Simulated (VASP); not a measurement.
Crystal: Mo.

```xyz
1
Lattice="-1.5734 1.5734 1.5734 1.5734 -1.5734 1.5734 1.5734 1.5734 -1.5734" Properties=species:S:1:pos:R:3 pbc="T T T"
Mo    0.0000    0.0000    0.0000
```

* Program: VASP 6.6.1
* Task: relaxation of volume and atoms at fixed shape
* Functional: LDA
* Potentials or basis: VASP PAW LDA potentials, release 64 (Mo_sv)
* Cutoff: 500 eV
* k mesh: 9 × 9 × 9
* Occupations: fermi-dirac, width 0.05 eV
* Spin: no spin polarisation

At the start: pressure -8.4 GPa; volume 15.58 Å³/atom.

Task: How do energy, volume and symmetry change on relaxing?

Result: Over 4 steps the energy falls by 12.6 meV/atom and the volume is 15.12 Å³/atom (-3.0 %); space group Im-3m (No. 229, to 0.1 Å) before and after.

Step by step:
| step | energy change (eV) | largest force (eV/Å) | pressure (GPa) | volume (Å³) |
| --- | --- | --- | --- | --- |
| 1 | 0.0000 | 0.0000 | -8.43 | 15.58 |
| 2 | 0.1103 | 0.0000 | 32.55 | 13.80 |
| 3 | -0.0126 | 0.0000 | -0.34 | 15.13 |
| 4 | -0.0126 | 0.0000 | -0.05 | 15.12 |

Final structure:
```
CELL_PARAMETERS angstrom
-1.55763 1.55763 1.55763
1.55763 -1.55763 1.55763
1.55763 1.55763 -1.55763
ATOMIC_POSITIONS crystal
Mo 0.00000 0.00000 0.00000
```
